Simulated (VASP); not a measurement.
# GaN in VASP: single point with PBEsol

Aim: the single point of GaN with PBEsol.

All numbers are computed with VASP 6.6.1; they aren't measurements. Logs are shortened: lines on timing, memory, paths and dates and some standing lists are left out, and cuts for length are marked.

### 1 The cell of the first run

The cell holds a slab with vacuum, 20 atoms: a = 3.183 Å, b = 5.185 Å, c = 26.944 Å, α = 90.00°, β = 90.00°, γ = 90.00°.

### 2 Single point, PBEsol

INCAR reads:

```
PREC = Accurate
ENCUT = 520
EDIFF = 1E-6
ISMEAR = 0
SIGMA = 0.05
LREAL = Auto
LASPH = True
NELM = 80
ALGO = Normal
ISIF = 2
LWAVE = False
LCHARG = False
LDIPOL = True
IDIPOL = 3
DIPOL = 0.5 0.5 0.500
GGA = PS
NBANDS = 106
```

KPOINTS reads:

```
regular mesh
0
Gamma
  8 5 1
```

POSCAR reads:

```
GaN
1.0
    3.1825784906      0.0000000000      0.0000000000
    0.0000000000      5.1854260800      0.0000000000
    0.0000000000      0.0000000000     26.9435065639
Ga N
10 10
Direct
    0.0000000000      0.0008058930      0.2783602046
    0.5000000000      0.5008058930      0.3124586347
    0.5000000000      0.0008058930      0.3806554948
    0.0000000000      0.5008058930      0.4147539248
    0.0000000000      0.0008058930      0.4829507850
    0.5000000000      0.5008058930      0.5170492150
    0.5000000000      0.0008058930      0.5852460752
    0.0000000000      0.5008058930      0.6193445052
    0.0000000000      0.0008058930      0.6875413653
    0.5000000000      0.5008058930      0.7216397954
    0.0000000000      0.6241941070      0.2783602046
    0.5000000000      0.1241941070      0.3124586347
    0.5000000000      0.6241941070      0.3806554948
    0.0000000000      0.1241941070      0.4147539248
    0.0000000000      0.6241941070      0.4829507850
    0.5000000000      0.1241941070      0.5170492150
    0.5000000000      0.6241941070      0.5852460752
    0.0000000000      0.1241941070      0.6193445052
    0.0000000000      0.6241941070      0.6875413653
    0.5000000000      0.1241941070      0.7216397954
```

Potentials or basis: VASP PAW PBE potentials, release 64 (Ga_d, N).

Command:

```sh
> cat potpaw_PBE.64/Ga_d/POTCAR potpaw_PBE.64/N/POTCAR > POTCAR
> mpirun -np 1 vasp_std > vasp.out
```

OUTCAR:

```text
PREC = Accurate
   ENCUT = 520
   EDIFF = 1E-6
   ISMEAR = 0
   LREAL = Auto
   LASPH = True
   NELM = 80
   ISIF = 2
   GGA = PS

 ion  position               nearest neighbor table
   1  0.000  0.001  0.278-  12 1.95  12 1.95  11 1.95
   2  0.500  0.501  0.312-  13 1.95  11 1.95  11 1.95  12 1.95
   3  0.500  0.001  0.381-  14 1.95  14 1.95  12 1.95  13 1.95
   4  0.000  0.501  0.415-  13 1.95  13 1.95  15 1.95  14 1.95
   5  0.000  0.001  0.483-  16 1.95  16 1.95  14 1.95  15 1.95
   6  0.500  0.501  0.517-  15 1.95  15 1.95  17 1.95  16 1.95
   7  0.500  0.001  0.585-  18 1.95  18 1.95  16 1.95  17 1.95
   8  0.000  0.501  0.619-  17 1.95  17 1.95  19 1.95  18 1.95
   9  0.000  0.001  0.688-  18 1.95  20 1.95  20 1.95  19 1.95
  10  0.500  0.501  0.722-  19 1.95  19 1.95  20 1.95
  11  0.000  0.624  0.278-   2 1.95   2 1.95   1 1.95
  12  0.500  0.124  0.312-   3 1.95   1 1.95   1 1.95   2 1.95
  13  0.500  0.624  0.381-   4 1.95   4 1.95   2 1.95   3 1.95
  14  0.000  0.124  0.415-   3 1.95   3 1.95   5 1.95   4 1.95
  15  0.000  0.624  0.483-   6 1.95   6 1.95   4 1.95   5 1.95
  16  0.500  0.124  0.517-   5 1.95   5 1.95   7 1.95   6 1.95
  17  0.500  0.624  0.585-   8 1.95   8 1.95   6 1.95   7 1.95
  18  0.000  0.124  0.619-   7 1.95   7 1.95   9 1.95   8 1.95
  19  0.000  0.624  0.688-   8 1.95  10 1.95  10 1.95   9 1.95
  20  0.500  0.124  0.722-   9 1.95   9 1.95  10 1.95

  LATTYP: Found a simple orthorhombic cell.
 ALAT       =     3.1825784906
 B/A-ratio  =     1.6293160075
 C/A-ratio  =     8.4659362349

  Lattice vectors:

 A1 = (   3.1825784906,   0.0000000000,   0.0000000000)
 A2 = (   0.0000000000,   5.1854260800,   0.0000000000)
 A3 = (   0.0000000000,   0.0000000000,  26.9435065639)

Analysis of symmetry for initial positions (statically):
=====================================================================
 Subroutine PRICEL returns:
 Original cell was already a primitive cell.

 Routine SETGRP: Setting up the symmetry group for a
 simple orthorhombic supercell.

 Subroutine GETGRP returns: Found  4 space group operations
 (whereof  2 operations were pure point group operations)
 out of a pool of  8 trial point group operations.

The static configuration has the point symmetry C_1h.
 The point group associated with its full space group is C_2v.

Analysis of symmetry for dynamics (positions and initial velocities):
=====================================================================
 Subroutine PRICEL returns:
 Original cell was already a primitive cell.

 Routine SETGRP: Setting up the symmetry group for a
 simple orthorhombic supercell.

 Subroutine GETGRP returns: Found  4 space group operations
 (whereof  2 operations were pure point group operations)
 out of a pool of  8 trial point group operations.

The dynamic configuration has the point symmetry C_1h.
 The point group associated with its full space group is C_2v.

 Subroutine INISYM returns: Found  4 space group operations
 (whereof  2 operations are pure point group operations),
 and found     1 'primitive' translations

----------------------------------------------------------------------------------------

                                     Primitive cell

  volume of cell :     444.6494

  direct lattice vectors                    reciprocal lattice vectors
     3.182578491  0.000000000  0.000000000     0.314210632  0.000000000  0.000000000
     0.000000000  5.185426080  0.000000000     0.000000000  0.192848183  0.000000000
     0.000000000  0.000000000 26.943506564     0.000000000  0.000000000  0.037114694

  length of vectors
     3.182578491  5.185426080 26.943506564     0.314210632  0.192848183  0.037114694

  position of ions in fractional coordinates (direct lattice)
     0.000000000  0.000805893  0.278360205
     0.500000000  0.500805893  0.312458635
     0.500000000  0.000805893  0.380655495
     0.000000000  0.500805893  0.414753925
     0.000000000  0.000805893  0.482950785
     0.500000000  0.500805893  0.517049215
[... 12 lines left out ...]
     0.000000000  0.624194107  0.687541365
     0.500000000  0.124194107  0.721639795

  ion indices of the primitive-cell ions
   primitive index   ion index
                 1           1
                 2           2
                 3           3
                 4           4
                 5           5
                 6           6
[... 12 lines left out ...]
                19          19
                20          20

----------------------------------------------------------------------------------------

 KPOINTS: regular mesh

Automatic generation of k-mesh.
 Grid dimensions read from file:
 generate k-points for:    8    5    1

 Generating k-lattice:

  Cartesian coordinates                     Fractional coordinates (reciprocal lattice)
     0.039276329  0.000000000  0.000000000     0.125000000  0.000000000  0.000000000
     0.000000000  0.038569637  0.000000000     0.000000000  0.200000000  0.000000000
     0.000000000  0.000000000  0.037114694     0.000000000  0.000000000  1.000000000

  Length of vectors
     0.039276329  0.038569637  0.037114694

  Shift w.r.t. Gamma in fractional coordinates (k-lattice)
     0.000000000  0.000000000  0.000000000

 Subroutine IBZKPT returns following result:
 ===========================================

 Found     15 irreducible k-points:

 Following reciprocal coordinates:
            Coordinates               Weight
  0.000000  0.000000  0.000000      1.000000
  0.125000  0.000000  0.000000      2.000000
  0.250000  0.000000  0.000000      2.000000
  0.375000  0.000000  0.000000      2.000000
  0.500000  0.000000  0.000000      1.000000
  0.000000  0.200000  0.000000      2.000000
  0.125000  0.200000  0.000000      4.000000
  0.250000  0.200000  0.000000      4.000000
  0.375000  0.200000  0.000000      4.000000
  0.500000  0.200000  0.000000      2.000000
  0.000000  0.400000  0.000000      2.000000
  0.125000  0.400000  0.000000      4.000000
  0.250000  0.400000  0.000000      4.000000
  0.375000  0.400000  0.000000      4.000000
  0.500000  0.400000  0.000000      2.000000
   k-points           NKPTS =     15   k-points in BZ     NKDIM =     15   number of bands    NBANDS=    106
   number of dos      NEDOS =    301   number of ions     NIONS =     20
   total plane-waves  NPLWV = 192000
   dimension x,y,z NGX =    24 NGY =   40 NGZ =  200
   dimension x,y,z NGXF=    48 NGYF=   80 NGZF=  400
   ions per type =              10  10
   NGX,Y,Z   is equivalent  to a cutoff of  12.54, 12.82, 12.34 a.u.
   NGXF,Y,Z  is equivalent  to a cutoff of  25.07, 25.65, 24.68 a.u.
 SYSTEM =  unknown system
   PREC   = accura    normal or accurate (medium, high low for compatibility)
   ISTART =      0    job   : 0-new  1-cont  2-samecut
   ICHARG =      2    charge: 1-file 2-atom 10-const
   ISPIN  =      1    spin polarized calculation?
   LNONCOLLINEAR =      F non collinear calculations
   LSORBIT =      F    spin-orbit coupling
   LASPH  =      T    aspherical Exc in radial PAW
   ENCUT  =  520.0 eV  38.22 Ry    6.18 a.u.   5.92  9.64 50.10*2*pi/ulx,y,z
   NELM   =     80;   NELMIN=  2; NELMDL= -5     # of ELM steps
   EDIFF  = 0.1E-05   stopping-criterion for ELM
   LREAL  =      T    real-space projection
   EDIFFG = 0.1E-04   stopping-criterion for IOM
   NSW    =      0    number of steps for IOM
   IBRION =     -1    ionic relax: 0-MD 1-quasi-New 2-CG
   NFREE  =      0    steps in history (QN), initial steepest desc. (CG)
   ISIF   =      2    stress and relaxation
   ISYM   =      2    0-nonsym 1-usesym 2-fastsym
   POTIM  = 0.5000    time-step for ionic-motion
   TEBEG  =    0.0;   TEEND  =   0.0 temperature during run
   PSTRESS=    0.0 pullay stress
   NELECT =     180.0000    total number of electrons
   NUPDOWN=      -1.0000    fix difference up-down
   EMIN   =  10.00;   EMAX   =-10.00  energy-range for DOS
   EFERMI =   0.00;   METHOD = LEGACY
   ISMEAR =     0;   SIGMA  =   0.05  broadening in eV -4-tet -1-fermi 0-gaus
   EFERMI_NEDOS =   21; number of points for ismear=-14 and -15
   IALGO  =     38    algorithm
   IMIX   =      4    mixing-type and parameters
     AMIX     =   0.40;   BMIX     =  1.00
     AMIX_MAG =   1.60;   BMIX_MAG =  1.00
  volume/ion in A,a.u.               =      22.23       150.03
  Fermi-wavevector in a.u.,A,eV,Ry     =   1.211044  2.288541 19.954666  1.466627
  Thomas-Fermi vector in A             =   2.346571
   LORBIT       =      0    0 simple, 1 ext, 2 COOP (PROOUT), +10 PAW based schemes
   GGA     = PS    functional components
   LHFCALC =     F    Hartree Fock is set to
   AEXX    =    0.0000 exact exchange contribution
   IVDW    =     0    specifies the selected vdW correction
   LEPSILON=     F    determine dielectric tensor
   LRPA    =     F    only Hartree local field effects (RPA)
 non-spin polarized calculation
 Gauss-broadening in eV      SIGMA  =   0.05
  energy-cutoff  :      520.00
  volume of cell :      444.65
 maximum number of plane-waves:     12044
 NGX is ok and might be reduce to    24
   NGX = 11   NGY = 19   NGZ =101

 number of electron     179.9999981 magnetization

 dipolmoment           0.000000      0.000000     -0.000000 electrons x Angstroem

 Free energy of the ion-electron system (eV)
  ---------------------------------------------------
  ext. energy  EPLUGINS =         0.00000000
  ---------------------------------------------------
  free energy    TOTEN  =      -126.60399706 eV

  energy without entropy =     -126.60399706  energy(sigma->0) =     -126.60399706

 E-fermi :   0.5826     XC(G=0):  -6.6997

 val. band max:        0.3703961033   @ k =   0.0000   0.0000   0.0000
 cond. band min:       0.9578143652   @ k =   0.0000   0.0000   0.0000
 fundamental gap:      0.5874182620
 Fermi energy:         0.5825810948

 k-point     1 :       0.0000    0.0000    0.0000
  band No.  band energies     occupation
      1     -16.0856      2.00000
      2     -15.8620      2.00000
      3     -15.6281      2.00000
      4     -15.4184      2.00000
      5     -15.2565      2.00000
      6     -15.1615      2.00000
[... 94 lines left out ...]
    101       5.6272      0.00000
    102       5.8855      0.00000

 k-point     2 :       0.1250    0.0000    0.0000
  band No.  band energies     occupation
      1     -15.9788      2.00000
      2     -15.7822      2.00000
      3     -15.5764      2.00000
      4     -15.3816      2.00000
      5     -15.2226      2.00000
      6     -15.1373      2.00000
[... 1354 lines left out ...]
    101       6.2248      0.00000
    102       6.2270      0.00000

 k-point    15 :       0.5000    0.4000    0.0000
  band No.  band energies     occupation
      1     -15.3661      2.00000
      2     -15.3661      2.00000
      3     -15.1599      2.00000
      4     -15.1599      2.00000
      5     -15.0612      2.00000
      6     -15.0612      2.00000
[... 94 lines left out ...]
    101       5.9196      0.00000
    102       5.9196      0.00000
 [bands above 102 left out]

------------------------ aborting loop because EDIFF is reached ----------------------------------------

 vacuum level on the upper side and lower side of the slab       (xc-potential included)        -0.147        -0.147

  FORCE on cell =-STRESS in cart. coord.  units (eV):
  Direction    XX          YY          ZZ          XY          YZ          ZX
  --------------------------------------------------------------------------------------
  -------------------------------------------------------------------------------------
  Total       -1.5436250     -8.7841358     -1.9105547      0.0000000      0.0000000      0.0000000
  in kB       -5.5620475    -31.6513280     -6.8841826      0.0000000      0.0000000      0.0000000
  external PRESSURE =     -14.6991860 kB  Pullay stress =       0.0000000 kB

 VOLUME and BASIS-vectors are now :
 -----------------------------------------------------------------------------
  energy-cutoff  :      520.00
  volume of cell :      444.65
      direct lattice vectors                 reciprocal lattice vectors
     3.182578491  0.000000000  0.000000000     0.314210632  0.000000000  0.000000000
     0.000000000  5.185426080  0.000000000     0.000000000  0.192848183  0.000000000
     0.000000000  0.000000000 26.943506564     0.000000000  0.000000000  0.037114694

 POSITION                                       TOTAL-FORCE (eV/Angst)
 -----------------------------------------------------------------------------------
      0.00000      0.00418      7.50000         0.000000     -2.104457      1.558319
      1.59129      2.59689      8.41873         0.000000      1.186171     -1.492773
      1.59129      0.00418     10.25619         0.000000     -0.512970      0.239507
      0.00000      2.59689     11.17493         0.000000      0.207300     -0.159611
      0.00000      0.00418     13.01239         0.000000     -0.044301      0.081991
      1.59129      2.59689     13.93112         0.000000     -0.044301     -0.081991
[... 12 lines left out ...]
      0.00000      3.23671     18.52478         0.000000      0.524251      1.061951
      1.59129      0.64400     19.44351         0.000000      0.744020     -0.429347
 -----------------------------------------------------------------------------------
    total drift:                                0.000000     -0.010890      0.000052

  FREE ENERGIE OF THE ION-ELECTRON SYSTEM (eV)
  ---------------------------------------------------
  free  energy   TOTEN  =      -126.6039970568 eV

  energy  without entropy=     -126.6039970568  energy(sigma->0) =     -126.60399706

 vacuum level on the upper side and lower side of the slab         5.398         5.398
```

Wall time 34 min (1 thread of Oxide Virtual Turin-like, shared host); peak memory 0.67 GiB.

Results:

```
Free energy            : -126.6040 eV
Largest force          : 2.619 eV/Å
Band gap on the k mesh : 0.59 eV
```

Forces on the atoms (eV/Å):
```
Ga   0.000 -2.104  1.558
Ga   0.000  1.186 -1.493
Ga   0.000 -0.513  0.240
Ga   0.000  0.207 -0.160
Ga   0.000 -0.044  0.082
Ga   0.000 -0.044 -0.082
Ga   0.000  0.207  0.160
Ga   0.000 -0.513 -0.240
Ga   0.000  1.186  1.493
Ga   0.000 -2.104 -1.558
N    0.000  0.744  0.429
N    0.000  0.524 -1.062
N    0.000 -0.032  0.595
N    0.000  0.030 -0.229
N    0.000  0.002  0.155
N    0.000  0.002 -0.155
N    0.000  0.030  0.229
N    0.000 -0.032 -0.595
N    0.000  0.524  1.062
N    0.000  0.744 -0.429
```

Caveat: the PAW data sets were made with another functional, which shifts forces and pressure a little.
